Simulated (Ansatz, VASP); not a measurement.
## Ru in VASP and in Ansatz

The input INCAR:

```
ALGO = Fast
EDIFF = 1E-7
ENCUT = 520
GGA = PS
ISIF = 2
ISMEAR = 0
LASPH = T
LCHARG = F
LREAL = F
LWAVE = F
NBANDS = 13
NELM = 80
PREC = Accurate
SIGMA = 0.15
```

KPOINTS

```
k-points
0
Gamma
  24 24 24
```

POSCAR

```
Ru
1.0
    0.0000000000      1.7546385263      2.2810300843
    1.7546385263      0.0000000000      2.2810300843
    1.7546385263      1.7546385263      0.0000000000
Ru
1
Direct
    0.0000000000      0.0000000000      0.0000000000
```

Input for Ansatz:

```yaml
crystal:
  lattice:
    - [0.0, 1.7546385263, 2.2810300843]
    - [1.7546385263, 0.0, 2.2810300843]
    - [1.7546385263, 1.7546385263, 0.0]
  atoms:
    - { symbol: Ru, position: [0.0, 0.0, 0.0] }
basis:
  ecutwfc: 420
kpoints:
  mp_grid: { grid: [24, 24, 24] }
hamiltonian:
  xc: pbesol
scf:
  occupations: { method: gaussian, width: 0.15 }
output:
  forces: true
  stress: true
  eigenvalues: true
```

Alike in both runs: task single point; functional PBEsol; k mesh 24 × 24 × 24; occupations gaussian, width 0.15 eV; no spin polarisation.

|  | VASP | Ansatz |
| --- | --- | --- |
| version | VASP 6.6.1 | Ansatz 0.2.0 |
| potentials or method | VASP PAW PBE potentials, release 64 (Ru_pv), cutoff 520 eV | scalar-relativistic, plane waves, PAW |
| valence electrons in the cell | 14 | 16 |

|  | VASP | Ansatz | Ansatz less VASP |
| --- | --- | --- | --- |
| gap on the k mesh at the Fermi level (eV) | none | none | - |
| pressure (GPa) | -2.2 | -2.2 | -0.03 |
| traceless stress, the component that is largest in VASP (GPa) | -42.29 | -42.19 | +0.102 |

VASP's potentials were made for PBE, not for PBEsol. A gap of «none» marks a metal or a gap that the smearing closes. The functional is the same, so the differences come from potentials, cutoffs and numerics. VASP's potentials hold 14 valence electrons a cell and Ansatz's 16, so a difference there can come from the potentials and not from the codes.
